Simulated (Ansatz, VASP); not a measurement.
# Two plane-wave programs on In2O3

```
CELL_PARAMETERS angstrom
2.75622 1.59130 4.84570
-2.75622 1.59130 4.84570
0.00000 -3.18261 4.84570
ATOMIC_POSITIONS crystal
In 0.64255 0.64255 0.64255
In 0.85745 0.85745 0.85745
In 0.35745 0.35745 0.35745
In 0.14255 0.14255 0.14255
O 0.04586 0.75000 0.45414
O 0.75000 0.45414 0.04586
O 0.45414 0.04586 0.75000
O 0.95414 0.25000 0.54586
O 0.54586 0.95414 0.25000
O 0.25000 0.54586 0.95414
```

Alike in both runs: functional PBEsol; k mesh 6 × 6 × 6; occupations gaussian, width 0.02 eV; no spin polarisation.

Ansatz relaxed the structure, and its values are those at the end. VASP's run is a single point on that final structure, the one shown.

```csv
,VASP,Ansatz
version,VASP 6.6.1,Ansatz 0.2.0
potentials or method,"VASP PAW PBE potentials, release 64 (In_d, O), cutoff 520 eV","scalar-relativistic, plane waves, PAW"
valence electrons in the cell,88,88
```

```csv
,VASP,Ansatz,Ansatz less VASP
gap on the k mesh at the Fermi level (eV),1.11,1.12,+0.007
least direct gap on the mesh (eV),1.16,1.17,+0.007
pressure (GPa),0.5,0.0,-0.50
```

VASP's potentials were made for PBE, not for PBEsol. The functional is the same, so the differences come from potentials, cutoffs and numerics.
